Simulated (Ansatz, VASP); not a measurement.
**Two plane-wave programs on Y2AlN3**

```
Y Al N
1.0
     2.19986    1.27009    6.70562
    -2.19986    1.27009    6.70562
     0.00000   -2.54018    6.70562
Y Al N
2 1 3
Cartesian
  0.0000 0.0000 4.8560
  0.0000 0.0000 15.2608
  0.0000 0.0000 0.0000
  0.0000 1.2701 6.7056
  -1.0999 -0.6350 6.7056
  1.0999 -0.6350 6.7056
```

Alike in both runs: functional PBE; k mesh 6 × 6 × 6; occupations gaussian, width 0.1 eV; no spin polarisation.

Ansatz relaxed the structure, and its values are those at the end. VASP's run is a single point on that final structure, the one shown.

```csv
,VASP,Ansatz
version,VASP 6.6.1,Ansatz 0.2.0
potentials or method,"VASP PAW PBE potentials, release 64 (Y_sv, Al, N), cutoff 600 eV","scalar-relativistic, plane waves, PAW"
valence electrons in the cell,40,40
```

|  | VASP | Ansatz | Ansatz less VASP |
| --- | --- | --- | --- |
| gap on the k mesh at the Fermi level (eV) | none | none | - |
| pressure (GPa) | -0.1 | 0.0 | +0.12 |
| rms of the force components (eV/Å) | 0.009 | 0.009 | +0.0002 |

A gap of «none» marks a metal or a gap that the smearing closes. With one functional, cell and mesh, what is left measures potentials, basis and numerics.
